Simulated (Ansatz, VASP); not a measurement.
Two plane-wave programs on HfO3

The input INCAR:

```
ALGO = Normal
EDIFF = 1E-6
EDIFFG = -0.01
ENCUT = 600
GGA = PE
IBRION = 2
ISIF = 3
ISMEAR = 0
LASPH = True
LCHARG = False
LREAL = False
LWAVE = False
NELM = 80
NSW = 100
PREC = Accurate
SIGMA = 0.1
```

The input KPOINTS:

```
k-points
0
Gamma
  10 10 10
```

Contents of POSCAR:

```
HfO3
1.0
    4.1420620848      0.0000000000      0.0000000000
    0.0000000000      4.1420620848      0.0000000000
    0.0000000000      0.0000000000      4.1420620848
Hf O
2 6
Direct
    0.0000000000      0.0000000000      0.0000000000
    0.5000000000      0.5000000000      0.5000000000
    0.2500000000      0.0000000000      0.5000000000
    0.7500000000      0.0000000000      0.5000000000
    0.5000000000      0.2500000000      0.0000000000
    0.5000000000      0.7500000000      0.0000000000
    0.0000000000      0.5000000000      0.2500000000
    0.0000000000      0.5000000000      0.7500000000
```

Input for Ansatz:

```yaml
crystal:
  lattice:
    - [4.1420620848, 0.0, 0.0]
    - [0.0, 4.1420620848, 0.0]
    - [0.0, 0.0, 4.1420620848]
  atoms:
    - { symbol: Hf, position: [0.0, 0.0, 0.0] }
    - { symbol: Hf, position: [0.5, 0.5, 0.5] }
    - { symbol: O, position: [0.25, 0.0, 0.5] }
    - { symbol: O, position: [0.75, 0.0, 0.5] }
    - { symbol: O, position: [0.5, 0.25, 0.0] }
    - { symbol: O, position: [0.5, 0.75, 0.0] }
    - { symbol: O, position: [0.0, 0.5, 0.25] }
    - { symbol: O, position: [0.0, 0.5, 0.75] }
basis:
  ecutwfc: 420
kpoints:
  mp_grid: { grid: [10, 10, 10] }
hamiltonian:
  xc: pbe
scf:
  occupations: { method: gaussian, width: 0.1 }
output:
  forces: true
  stress: true
  eigenvalues: true
relax:
  adjacent_minimum: "off"
  f_tol: 0.01
  max_steps: 80
  cell: { stress_tol: 0.05 }
```

Alike in both runs: task relaxation of cell and atoms; functional PBE; k mesh 10 × 10 × 10; occupations gaussian, width 0.1 eV; no spin polarisation.

```csv
,VASP,Ansatz
version,VASP 6.6.1,Ansatz 0.2.0
potentials or method,"VASP PAW PBE potentials, release 64 (Hf_pv, O), cutoff 600 eV","scalar-relativistic, plane waves, PAW"
valence electrons in the cell,56,88
```

Ansatz gave:

```
gap on the k mesh at the Fermi level, each at its own relaxed structure (eV) : none
relaxed volume (Å³/atom)                                                     : 8.87
relaxed cell length with the largest relative difference (Å)                 : 4.141
```

**Question.** Estimate VASP's values.

**Answer.** gap on the k mesh at the Fermi level, each at its own relaxed structure (eV): none; relaxed volume (Å³/atom): 8.74; relaxed cell length with the largest relative difference (Å): 4.119.

A gap of «none» marks a metal or a gap that the smearing closes. VASP's potentials hold 56 valence electrons a cell and Ansatz's 88, so a difference there can come from the potentials and not from the codes.

Neither program's run includes spin-orbit coupling.
